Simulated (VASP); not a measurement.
SiC: single point with PBE

Crystal: SiC.

```
CELL_PARAMETERS angstrom
3.06059 0.00000 0.00000
-1.53030 2.65055 0.00000
0.00000 0.00000 5.02301
ATOMIC_POSITIONS crystal
Si 0.33333 0.66667 0.99959
Si 0.66667 0.33333 0.49959
C 0.33333 0.66667 0.37541
C 0.66667 0.33333 0.87541
```

This cell differs from its parent crystal: volume changed by -3%.

```json
{
  "Program": "VASP 6.6.1",
  "Task": "single point",
  "Functional": "PBE",
  "Potentials or basis": "VASP PAW PBE potentials, release 64 (Si, C)",
  "Cutoff": "520 eV",
  "k mesh": "9 × 9 × 4",
  "Occupations": "gaussian, width 0.01 eV",
  "Spin": "no spin polarisation"
}
```

| Quantity | Value |
| --- | --- |
| Pressure | 6.9 GPa |
| Largest force | 0.004 eV/Å |
| Band gap on the k mesh | 2.25 eV, indirect (least direct gap 4.04 eV) |

Forces in eV/Å, atoms in the order of the input:
```
Si   0.000  0.000  0.004
Si   0.000  0.000  0.004
C    0.000  0.000 -0.004
C    0.000  0.000 -0.004
```

Stress tensor (GPa, compression positive):
```
6.92 0.00 0.00
0.00 6.92 0.00
0.00 0.00 6.73
```

Levels at points of the mesh, in eV from the valence-band top:
| k point | band 6 | band 7 | band 8 | band 9 | band 10 | band 11 |
| --- | --- | --- | --- | --- | --- | --- |
| (0.00, 0.00, 0.00) | -0.11 | 0.00 | 0.00 | 4.93 | 6.37 | 6.76 |
| (0.00, 0.00, 0.50) | -0.72 | -0.72 | -0.72 | 6.03 | 6.03 | 7.43 |

Run time: 17 s on 1 thread of Intel Xeon 6975P-C, on a shared host, peak memory 0.16 GiB.

 A k mesh can miss the band edges.
